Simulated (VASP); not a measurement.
A run of VASP 6.6.1 is set up as follows.

Contents of INCAR:

```
  PREC = Accurate
  ENCUT = 520
  EDIFF = 1E-7
  ISMEAR = 0
  SIGMA = 0.01
  LREAL = F
  LASPH = T
  NELM = 100
  ALGO = Normal
  ISIF = 2
  LWAVE = F
  LCHARG = T
  GGA = PE
  LELF = T
  LVHAR = T
  NBANDS = 46
```

The input KPOINTS:

```
regular mesh
0
Gamma
  6 6 6
```

File POSCAR:

```
Cd3HgSe4
1.0
    6.2119694000      0.0000000000      0.0000000000
    0.0000000000      6.2119694000      0.0000000000
    0.0000000000      0.0000000000      6.2119694000
Cd Hg Se
3 1 4
Direct
    0.5000000000      0.0000000000      0.0000000000
    0.0000000000      0.0000000000      0.5000000000
    0.0000000000      0.5000000000      0.0000000000
    0.5000000000      0.5000000000      0.5000000000
    0.7518100000      0.2481900000      0.7518100000
    0.7518100000      0.7518100000      0.2481900000
    0.2481900000      0.2481900000      0.2481900000
    0.2481900000      0.7518100000      0.7518100000
```

Potentials or basis: VASP PAW PBE potentials, release 64 (Cd, Hg, Se).

Command:

```sh
$ cat potpaw_PBE.64/Cd/POTCAR potpaw_PBE.64/Hg/POTCAR potpaw_PBE.64/Se/POTCAR > POTCAR
$ mpirun -np 1 vasp_std > vasp.out
```

Predict the pressure.

0.2 GPa.

What does it give for the band gap on the k mesh?

0.09 eV, direct.

Caveat: spin-orbit coupling is left out, which moves the levels of the heavy elements.
